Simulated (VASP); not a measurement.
# NaAs3H4 (R-3m) in VASP: further runs

The runs below take NaAs3H4 through single point, relaxation of cell and atoms, with PBE.

All numbers are computed with VASP 6.6.1; they aren't measurements. Logs are shortened: lines on timing, memory, paths and dates and some standing lists are left out, and cuts for length are marked.

### 1 The cell of the first run

It takes space group R-3m (No. 166, trigonal). Conventional cell: a = 3.295 Å, b = 3.295 Å, c = 36.565 Å, α = 90.00°, β = 90.00°, γ = 120.00°. Na (site symmetry -3m) has 6 As at 3.11 Å and 6 H at 3.13 Å and 6 Na at 3.29 Å within 4.1 Å. H (site symmetry 3m) has 3 As at 1.90 Å and 3 H at 2.46 Å within 2.5 Å. Within 2.1 Å of H (site symmetry 3m) lie 1 As at 1.59 Å. As (site symmetry 3m) has 4 H at 1.59 to 1.90 Å within 2.1 Å. Within 3.7 Å of As (site symmetry -3m) lie 8 H at 2.80 to 3.61 Å and 6 As at 3.29 Å.

### 2 Single point, PBE

Contents of INCAR:

```
SYSTEM = NaAs3H4
PREC = Accurate
ENCUT = 500
EDIFF = 1E-6
ISMEAR = -1
SIGMA = 0.1
LREAL = .False.
LASPH = .True.
NELM = 120
ALGO = Normal
ISIF = 2
LWAVE = .False.
LCHARG = .False.
GGA = PE
NBANDS = 23
GGA_COMPAT = .False.
```

Contents of KPOINTS:

```
regular mesh
0
Gamma
  6 6 6
  0 0 0
```

Contents of POSCAR:

```
NaAs3H4
1.0
    1.6473810756      2.8533477223      0.0000000506
   -1.6473810756      2.8533477223      0.0000000506
    0.0000000000     -1.9022320311     12.1883028820
Na H As
1 4 3
Direct
    0.5000000000      0.5000000000      0.5000000000
    0.0986428939      0.0986428939      0.2959286816
    0.9013571061      0.9013571061      0.7040713184
    0.2771978864      0.2771978864      0.8315936591
    0.7228021136      0.7228021136      0.1684063409
    0.2338290139      0.2338290139      0.7014870418
    0.7661709861      0.7661709861      0.2985129582
    0.0000000000      0.0000000000      0.0000000000
```

Potentials or basis: VASP PAW PBE potentials, release 64 (Na_pv, H, As).

The run is started by

```console
> cat potpaw_PBE.64/Na_pv/POTCAR potpaw_PBE.64/H/POTCAR potpaw_PBE.64/As/POTCAR > POTCAR
> mpirun -np 1 vasp_std > vasp.out
```

OUTCAR:

```text
SYSTEM = NaAs3H4
   PREC = Accurate
   ENCUT = 500
   EDIFF = 1E-6
   ISMEAR = -1
   LREAL = .False.
   LASPH = .True.
   NELM = 120
   ISIF = 2
   GGA = PE

 ion  position               nearest neighbor table
   1  0.500  0.500  0.500-
   2  0.099  0.099  0.296-   7 1.90   7 1.90   7 1.90
   3  0.901  0.901  0.704-   6 1.90   6 1.90   6 1.90
   4  0.277  0.277  0.832-   6 1.59
   5  0.723  0.723  0.168-   7 1.59
   6  0.234  0.234  0.701-   4 1.59   3 1.90   3 1.90   3 1.90
   7  0.766  0.766  0.299-   5 1.59   2 1.90   2 1.90   2 1.90
   8  0.000  0.000  0.000-

  LATTYP: Found a trigonal (rhomboedric) cell.
 ALAT       =    12.3358507547
 COS(alpha) =     0.9643319039

  Lattice vectors:

 A1 = (  -1.6473810756,   0.9511156912,  12.1883029326)
 A2 = (   0.0000000000,  -1.9022320311,  12.1883028820)
 A3 = (   1.6473810756,   0.9511156912,  12.1883029326)

Analysis of symmetry for initial positions (statically):
=====================================================================
 Subroutine PRICEL returns:
 Original cell was already a primitive cell.

 Routine SETGRP: Setting up the symmetry group for a
 trigonal (rhombohedral) supercell.

 Subroutine GETGRP returns: Found 12 space group operations
 (whereof 12 operations were pure point group operations)
 out of a pool of 12 trial point group operations.

The static configuration has the point symmetry D_3d.

Analysis of symmetry for dynamics (positions and initial velocities):
=====================================================================
 Subroutine PRICEL returns:
 Original cell was already a primitive cell.

 Routine SETGRP: Setting up the symmetry group for a
 trigonal (rhombohedral) supercell.

 Subroutine GETGRP returns: Found 12 space group operations
 (whereof 12 operations were pure point group operations)
 out of a pool of 12 trial point group operations.

The dynamic configuration has the point symmetry D_3d.

 Subroutine INISYM returns: Found 12 space group operations
 (whereof 12 operations are pure point group operations),
 and found     1 'primitive' translations

----------------------------------------------------------------------------------------

                                     Primitive cell

  volume of cell :     114.5835

  direct lattice vectors                    reciprocal lattice vectors
     1.647381076  2.853347722  0.000000051     0.303512046  0.175232761  0.027348629
    -1.647381076  2.853347722  0.000000051    -0.303512046  0.175232761  0.027348629
     0.000000000 -1.902232031 12.188302882     0.000000000 -0.000000001  0.082045877

  length of vectors
     3.294762151  3.294762151 12.335850755     0.351530980  0.351530980  0.082045877

  position of ions in fractional coordinates (direct lattice)
     0.500000000  0.500000000  0.500000000
     0.098642894  0.098642894  0.295928682
     0.901357106  0.901357106  0.704071318
     0.277197886  0.277197886  0.831593659
     0.722802114  0.722802114  0.168406341
     0.233829014  0.233829014  0.701487042
     0.766170986  0.766170986  0.298512958
     0.000000000  0.000000000  0.000000000

  ion indices of the primitive-cell ions
   primitive index   ion index
                 1           1
                 2           2
                 3           3
                 4           4
                 5           5
                 6           6
                 7           7
                 8           8

----------------------------------------------------------------------------------------

 KPOINTS: regular mesh

Automatic generation of k-mesh.
 Grid dimensions read from file:
 generate k-points for:    6    6    6

 Generating k-lattice:

  Cartesian coordinates                     Fractional coordinates (reciprocal lattice)
     0.050585341  0.029205460  0.004558105     0.166666667 -0.000000000 -0.000000000
    -0.050585341  0.029205460  0.004558105    -0.000000000  0.166666667 -0.000000000
     0.000000000 -0.000000000  0.013674313    -0.000000000 -0.000000000  0.166666667

  Length of vectors
     0.058588497  0.058588497  0.013674313

  Shift w.r.t. Gamma in fractional coordinates (k-lattice)
     0.000000000  0.000000000  0.000000000

 Subroutine IBZKPT returns following result:
 ===========================================

 Found     32 irreducible k-points:

 Following reciprocal coordinates:
            Coordinates               Weight
  0.000000  0.000000  0.000000      1.000000
  0.166667 -0.000000 -0.000000      6.000000
  0.333333 -0.000000 -0.000000      6.000000
  0.500000 -0.000000 -0.000000      3.000000
  0.166667  0.166667 -0.000000      6.000000
  0.333333  0.166667  0.000000     12.000000
[... 16 lines left out ...]
  0.333333  0.333333  0.166667      6.000000
  0.500000  0.333333  0.166667     12.000000
 [... further k-points ...]
   k-points           NKPTS =     32   k-points in BZ     NKDIM =     32   number of bands    NBANDS=     23
   number of dos      NEDOS =    301   number of ions     NIONS =      8
   total plane-waves  NPLWV =  51840
   dimension x,y,z NGX =    24 NGY =   24 NGZ =   90
   dimension x,y,z NGXF=    48 NGYF=   48 NGZF=  180
   ions per type =               1   4   3
   NGX,Y,Z   is equivalent  to a cutoff of  12.11, 12.11, 12.13 a.u.
   NGXF,Y,Z  is equivalent  to a cutoff of  24.22, 24.22, 24.26 a.u.
 SYSTEM =  NaAs3H4
   PREC   = accura    normal or accurate (medium, high low for compatibility)
   ISTART =      0    job   : 0-new  1-cont  2-samecut
   ICHARG =      2    charge: 1-file 2-atom 10-const
   ISPIN  =      1    spin polarized calculation?
   LNONCOLLINEAR =      F non collinear calculations
   LSORBIT =      F    spin-orbit coupling
   LASPH  =      T    aspherical Exc in radial PAW
   ENCUT  =  500.0 eV  36.75 Ry    6.06 a.u.   6.01  6.01 22.49*2*pi/ulx,y,z
   NELM   =    120;   NELMIN=  2; NELMDL= -5     # of ELM steps
   EDIFF  = 0.1E-05   stopping-criterion for ELM
   LREAL  =      F    real-space projection
[... 7 lines left out ...]
   TEBEG  =    0.0;   TEEND  =   0.0 temperature during run
   PSTRESS=    0.0 pullay stress
   NELECT =      26.0000    total number of electrons
   NUPDOWN=      -1.0000    fix difference up-down
   EMIN   =  10.00;   EMAX   =-10.00  energy-range for DOS
   EFERMI =   0.00;   METHOD = LEGACY
   ISMEAR =    -1;   SIGMA  =   0.10  broadening in eV -4-tet -1-fermi 0-gaus
   EFERMI_NEDOS =   21; number of points for ismear=-14 and -15
   IALGO  =     38    algorithm
   IMIX   =      4    mixing-type and parameters
     AMIX     =   0.40;   BMIX     =  1.00
     AMIX_MAG =   1.60;   BMIX_MAG =  1.00
  volume/ion in A,a.u.               =      14.32        96.66
  Fermi-wavevector in a.u.,A,eV,Ry     =   0.998524  1.886937 13.565698  0.997051
  Thomas-Fermi vector in A             =   2.130753
   LORBIT       =      0    0 simple, 1 ext, 2 COOP (PROOUT), +10 PAW based schemes
   GGA     = PE    functional components
   LHFCALC =     F    Hartree Fock is set to
   AEXX    =    0.0000 exact exchange contribution
   IVDW    =     0    specifies the selected vdW correction
   LEPSILON=     F    determine dielectric tensor
   LRPA    =     F    only Hartree local field effects (RPA)
 non-spin polarized calculation
  energy-cutoff  :      500.00
  volume of cell :      114.58
 maximum number of plane-waves:      2942
   NGX = 13   NGY = 13   NGZ = 45

 number of electron      25.9999989 magnetization

 Free energy of the ion-electron system (eV)
  ---------------------------------------------------
  ext. energy  EPLUGINS =         0.00000000
  ---------------------------------------------------
  free energy    TOTEN  =       -24.95814856 eV

  energy without entropy =      -24.82203774  energy(sigma->0) =      -24.89009315

 E-fermi :   3.1692     XC(G=0):  -8.9882

 val. band max:        3.1200040912   @ k =   0.5000   0.1667   0.1667
 cond. band min:       3.1806339911   @ k =   0.5000   0.1667   0.1667
 fundamental gap:      0.0606299000
 Fermi energy:         3.1691618555

 k-point     1 :       0.0000    0.0000    0.0000
  band No.  band energies     occupation
      1     -22.1931      2.00000
      2     -22.1931      2.00000
      3     -22.1883      2.00000
      4     -10.9058      2.00000
      5     -10.8338      2.00000
      6      -8.2533      2.00000
[... 15 lines left out ...]
     22      12.5869      0.00000
     23      12.5995      0.00000

 k-point     2 :       0.1667   -0.0000   -0.0000
  band No.  band energies     occupation
      1     -22.2178      2.00000
      2     -22.1987      2.00000
      3     -22.1837      2.00000
      4     -10.4714      2.00000
      5     -10.4057      2.00000
      6      -7.8563      2.00000
[... 15 lines left out ...]
     22      11.1041      0.00000
     23      12.0329      0.00000

 k-point     3 :       0.3333   -0.0000   -0.0000
  band No.  band energies     occupation
      1     -22.2667      2.00000
      2     -22.2098      2.00000
      3     -22.1746      2.00000
      4      -9.2702      2.00000
      5      -9.2224      2.00000
      6      -6.8097      2.00000
[... 15 lines left out ...]
     22       9.2425      0.00000
     23      10.9326      0.00000

 k-point     4 :       0.5000   -0.0000   -0.0000
  band No.  band energies     occupation
      1     -22.2908      2.00000
      2     -22.2154      2.00000
      3     -22.1700      2.00000
      4      -8.2040      2.00000
      5      -8.1937      2.00000
      6      -6.0293      2.00000
[... 15 lines left out ...]
     22       8.6046      0.00000
     23      10.4038      0.00000

 k-point     5 :       0.1667    0.1667   -0.0000
  band No.  band energies     occupation
      1     -22.2178      2.00000
      2     -22.1987      2.00000
      3     -22.1837      2.00000
      4     -10.4700      2.00000
      5     -10.4071      2.00000
      6      -7.8558      2.00000
[... 15 lines left out ...]
     22      11.3383      0.00000
     23      12.0630      0.00000

 k-point     6 :       0.3333    0.1667    0.0000
  band No.  band energies     occupation
      1     -22.2498      2.00000
      2     -22.2117      2.00000
      3     -22.1768      2.00000
      4      -9.6419      2.00000
      5      -9.5928      2.00000
      6      -7.1234      2.00000
[... 15 lines left out ...]
     22       9.5657      0.00000
     23      11.2474      0.00000

 k-point     7 :       0.5000    0.1667   -0.0000
  band No.  band energies     occupation
      1     -22.2781      2.00000
      2     -22.2282      2.00000
      3     -22.1700      2.00000
      4      -8.3154      2.00000
      5      -8.2905      2.00000
      6      -6.0805      2.00000
[... 353 lines left out ...]
     22       9.9677      0.00000
     23      11.1581      0.00000

 k-point    21 :       0.5000    0.1667    0.1667
  band No.  band energies     occupation
      1     -22.2781      2.00000
      2     -22.2281      2.00000
      3     -22.1700      2.00000
      4      -8.3102      2.00000
      5      -8.2958      2.00000
      6      -6.0802      2.00000
[... 15 lines left out ...]
     22       9.2396      0.00000
     23       9.6277      0.00000

 k-point    22 :      -0.3333    0.1667    0.1667
  band No.  band energies     occupation
      1     -22.2781      2.00000
      2     -22.2282      2.00000
      3     -22.1700      2.00000
      4      -8.3160      2.00000
      5      -8.2899      2.00000
      6      -6.0804      2.00000
[... 15 lines left out ...]
     22       9.3717      0.00000
     23      10.0148      0.00000

 k-point    23 :       0.3333    0.3333    0.1667
  band No.  band energies     occupation
      1     -22.2667      2.00000
      2     -22.2098      2.00000
      3     -22.1745      2.00000
      4      -9.2557      2.00000
      5      -9.2375      2.00000
      6      -6.8074      2.00000
[... 15 lines left out ...]
     22       9.4725      0.00000
     23      10.5274      0.00000

 k-point    24 :       0.5000    0.3333    0.1667
  band No.  band energies     occupation
      1     -22.2781      2.00000
      2     -22.2282      2.00000
      3     -22.1700      2.00000
      4      -8.3055      2.00000
      5      -8.3006      2.00000
      6      -6.0799      2.00000
[... 15 lines left out ...]
     22       9.6677      0.00000
     23       9.8133      0.00000

 [... further k-points ...]
[... 5 lines left out ...]
  --------------------------------------------------------------------------------------
  -------------------------------------------------------------------------------------
  Total        0.0206098      0.0206098      0.1600496      0.0000000     -0.0000000      0.0000000
  in kB        0.2881786      0.2881786      2.2379126      0.0000000     -0.0000000      0.0000000
  external PRESSURE =       0.9380899 kB  Pullay stress =       0.0000000 kB

 VOLUME and BASIS-vectors are now :
 -----------------------------------------------------------------------------
  energy-cutoff  :      500.00
  volume of cell :      114.58
      direct lattice vectors                 reciprocal lattice vectors
     1.647381076  2.853347722  0.000000051     0.303512046  0.175232761  0.027348629
    -1.647381076  2.853347722  0.000000051    -0.303512046  0.175232761  0.027348629
     0.000000000 -1.902232031 12.188302882     0.000000000 -0.000000001  0.082045877

 POSITION                                       TOTAL-FORCE (eV/Angst)
 -----------------------------------------------------------------------------------
      0.00000      1.90223      6.09415         0.000000     -0.000000      0.000000
      0.00000     -0.00000      3.60687        -0.000000      0.000000     -0.001552
      0.00000      3.80446      8.58143        -0.000000     -0.000000      0.001552
      0.00000     -0.00000     10.13572        -0.000000     -0.000000      0.058153
      0.00000      3.80446      2.05259        -0.000000      0.000000     -0.058153
      0.00000     -0.00000      8.54994        -0.000000      0.000000     -0.053133
      0.00000      3.80446      3.63837        -0.000000     -0.000000      0.053133
      0.00000      0.00000      0.00000        -0.000000     -0.000000      0.000000
 -----------------------------------------------------------------------------------
    total drift:                               -0.000000      0.000000     -0.000000

  FREE ENERGIE OF THE ION-ELECTRON SYSTEM (eV)
  ---------------------------------------------------
  free  energy   TOTEN  =       -24.9581485625 eV

  energy  without entropy=      -24.8220377363  energy(sigma->0) =      -24.89009315
```

Wall time 56 s (1 thread of Oxide Virtual Turin-like, shared host); peak memory 0.22 GiB.

Results:

| Item | Value |
| --- | --- |
| Free energy | -24.9581 eV |
| Pressure | 0.1 GPa |
| Largest force | 0.058 eV/Å |
| Band gap on the k mesh | zero (bands 13 and 14 overlap by 4.04 eV) |

Forces in eV/Å, atoms in the order of the input:
```
Na   0.000  0.000  0.000
H    0.000  0.000 -0.002
H    0.000  0.000  0.002
H    0.000  0.000  0.058
H    0.000  0.000 -0.058
As   0.000  0.000 -0.053
As   0.000  0.000  0.053
As   0.000  0.000  0.000
```

Stress tensor (GPa, compression positive):
```
0.03 0.00 0.00
0.00 0.03 0.00
0.00 0.00 0.22
```

Caveat: the k points lie up to 0.37 Å⁻¹ apart, too coarse for converged energies and pressures of a metal.

### 3 Relaxation of cell and atoms, PBE

This run uses another cell than the first one, of 14.14 Å³/atom.

Contents of INCAR:

```
SYSTEM = NaAs3H4
PREC = Accurate ; ENCUT = 500
EDIFF = 1E-7 ; ISMEAR = -1
SIGMA = 0.1 ; LREAL = .FALSE.
LASPH = .TRUE. ; NELM = 120
ALGO = Normal ; ISIF = 3
LWAVE = .FALSE. ; LCHARG = .FALSE.
GGA = PE ; IBRION = 2
NSW = 60 ; EDIFFG = -0.03
GGA_COMPAT = .FALSE. ; NELMIN = 4
```

Contents of KPOINTS:

```
regular mesh
0
G
  6 6 6
  0 0 0
```

Contents of POSCAR:

```
NaAs3H4
1.0
    1.8641650000      3.2288230000      0.0000000000
   -1.8641650000      3.2288230000      0.0000000000
    0.0000000000     -2.1525490000      9.3965720000
Na H As
1 4 3
Direct
    0.5000000000      0.5000000000      0.5000000000
    0.0956800000      0.0956800000      0.2870400000
    0.9043200000      0.9043200000      0.7129600000
    0.2990800000      0.2990800000      0.8972400000
    0.7009200000      0.7009200000      0.1027600000
    0.2205300000      0.2205300000      0.6615900000
    0.7794700000      0.7794700000      0.3384100000
    0.0000000000      0.0000000000      0.0000000000
```

Potentials or basis: VASP PAW PBE potentials, release 64 (Na_pv, H, As).

The run is started by

```console
> cat potpaw_PBE.64/Na_pv/POTCAR potpaw_PBE.64/H/POTCAR potpaw_PBE.64/As/POTCAR > POTCAR
> mpirun -np 1 vasp_std > vasp.out
```

Run time: 24 min. Hardware: 1 thread of Oxide Virtual Turin-like, shared host; peak memory 0.23 GiB.

It converged, with:

| Item | Value |
| --- | --- |
| Free energy | -24.9276 eV |
| Relaxed volume | 14.12 Å³/atom |
| Relaxed cell | a = 3.299 Å, b = 3.299 Å, c = 12.132 Å, α = 97.81°, β = 97.81°, γ = 60.00° |
| Space group after relaxing (to 0.1 Å) | R-3m (No. 166) |
| Energy gained by relaxing | 389.3 meV/atom |
| Ionic steps | 34 |
| Pressure after relaxing | 0.0 GPa |
| Largest force after relaxing | 0.019 eV/Å |
| Band gap on the k mesh | zero (bands 13 and 14 overlap by 3.98 eV) |

Forces in eV/Å, atoms in the order of the input:
```
Na   0.000  0.000  0.000
H    0.000  0.000 -0.003
H    0.000  0.000  0.003
H    0.000  0.000 -0.019
H    0.000  0.000  0.019
As   0.000  0.000  0.011
As   0.000  0.000 -0.011
As   0.000  0.000  0.000
```

Stress tensor (GPa, compression positive):
```
-0.10  0.00  0.00
 0.00 -0.10  0.00
 0.00  0.00  0.10
```

The path:
```tsv
step	energy change (eV)	largest force (eV/Å)	pressure (GPa)	volume (Å³)
1	0.0000	2.6178	-2.54	113.12
2	-0.7633	2.5198	-2.08	109.47
3	-2.1991	0.2356	3.53	98.92
4	-2.1988	0.0736	4.08	98.42
5	-2.3913	0.2096	0.70	104.16
6	-2.4061	0.3800	-1.57	109.57
7	-2.4157	0.3285	-0.88	107.74
8	-2.4812	0.2701	-0.65	106.63
9	-2.6420	0.5241	0.68	102.92
10	-1.6801	0.3848	10.38	93.94
11	-2.6564	0.5570	0.97	102.28
12	-2.7099	0.6152	0.69	103.04
13	-2.7368	0.6421	0.58	103.78
14	-2.8096	0.6530	0.28	104.81
15	-2.9973	0.4203	0.16	107.94
16	-2.4341	3.7597	4.50	114.35
17	-3.0279	0.2219	0.44	108.66
18	-3.0384	0.4219	0.73	109.53
19	-3.0610	0.2231	-0.17	111.89
20	-3.0643	0.1169	-0.63	113.16
21	-3.0719	0.0833	-0.28	112.32
22	-3.0757	0.1108	0.18	111.23
23	-3.0807	0.1183	0.18	111.28
24	-3.0881	0.1418	0.23	111.43
25	-3.0911	0.1418	0.09	111.59
26	-3.0951	0.1451	-0.31	112.09
27	-3.0988	0.1386	-0.23	112.02
28	-3.1071	0.1188	0.01	111.81
29	-3.1108	0.0779	0.50	111.39
30	-3.1115	0.0901	0.36	111.51
31	-3.1136	0.0247	0.22	112.32
32	-3.1136	0.0364	0.20	112.40
33	-3.1139	0.0476	-0.17	113.24
34	-3.1141	0.0195	-0.03	112.93
```

Final structure:
```
Na H As
1.0
     1.64947    2.85697    0.00000
    -1.64947    2.85697    0.00000
     0.00000   -1.90464   11.98190
Na H As
1 4 3
Direct
  0.50000 0.50000 0.50000
  0.09808 0.09808 0.29425
  0.90192 0.90192 0.70575
  0.27878 0.27878 0.83634
  0.72122 0.72122 0.16366
  0.23431 0.23431 0.70292
  0.76569 0.76569 0.29708
  0.00000 0.00000 0.00000
```

Levels at points of the mesh, in eV from the Fermi level:
| k point | band 9 | band 10 | band 11 | band 12 | band 13 | band 14 | band 15 | band 16 |
| --- | --- | --- | --- | --- | --- | --- | --- | --- |
| (0.00, 0.00, 0.00) | -1.48 | -1.47 | 0.78 | 2.13 | 2.13 | 2.15 | 2.15 | 2.16 |
| (0.50, 0.00, 0.00) | -5.00 | -4.47 | -2.89 | -0.17 | 0.07 | 0.07 | 1.22 | 1.78 |
| (0.50, 0.50, 0.00) | -5.02 | -4.42 | -2.95 | -0.10 | 0.05 | 0.09 | 1.49 | 1.78 |
| (0.00, 0.00, 0.50) | -2.63 | 0.10 | 0.39 | 2.12 | 2.12 | 2.16 | 2.16 | 2.37 |

Caveat: a cell axis changed by over 15 % at a fixed basis, so the end point is rough.

The gap in the log of VASP goes by the Fermi energy; the results here count the filled bands.